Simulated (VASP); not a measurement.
Runs of VASP 6.6.1 on Si3AsF. The structure is that of space group P-6m2 (No. 187), or close to it. The cells are those of the table. 

```tsv
task	cell	k mesh	cutoff (eV)	gap on the mesh (eV)	pressure (GPa)	relaxed volume (Å³/atom)	largest force (eV/Å)
relaxation of cell and atoms	relaxed from a = 4.136, b = 4.136, c = 5.576 Å, angles 90.0, 90.0, 120.0°, 5 atoms	12 × 12 × 8	600	none	0.0	16.57	0.01
single point	a = 4.136, b = 4.136, c = 5.576 Å, angles 90.0, 90.0, 120.0°, 5 atoms	6 × 6 × 4	520	none	0.1	-	0.01
single point	a = 4.109, b = 4.109, c = 5.667 Å, angles 90.0, 90.0, 120.0°, 5 atoms	12 × 12 × 8	520	none	0.0	-	0.01
relaxation of cell and atoms	relaxed from a = 4.136, b = 4.136, c = 4.964 Å, angles 90.0, 90.0, 120.0°, 5 atoms	6 × 6 × 4	600	none	0.1	(a)	0.01
single point	a = 4.136, b = 4.136, c = 4.964 Å, angles 90.0, 90.0, 120.0°, 5 atoms	6 × 6 × 4	520	none	11.2	-	0.41
```

Alike in all rows: level PBE; potentials or basis VASP PAW PBE potentials, release 64 (Si, As, F); no spin polarisation; smearing gaussian 0.1 eV.

Task: Estimate the missing entries.

Result: (a) 16.52.

A k mesh can miss the band edges, and the runs leave out spin-orbit coupling on As.

A gap of «none» marks levels without a gap at the run's occupations.
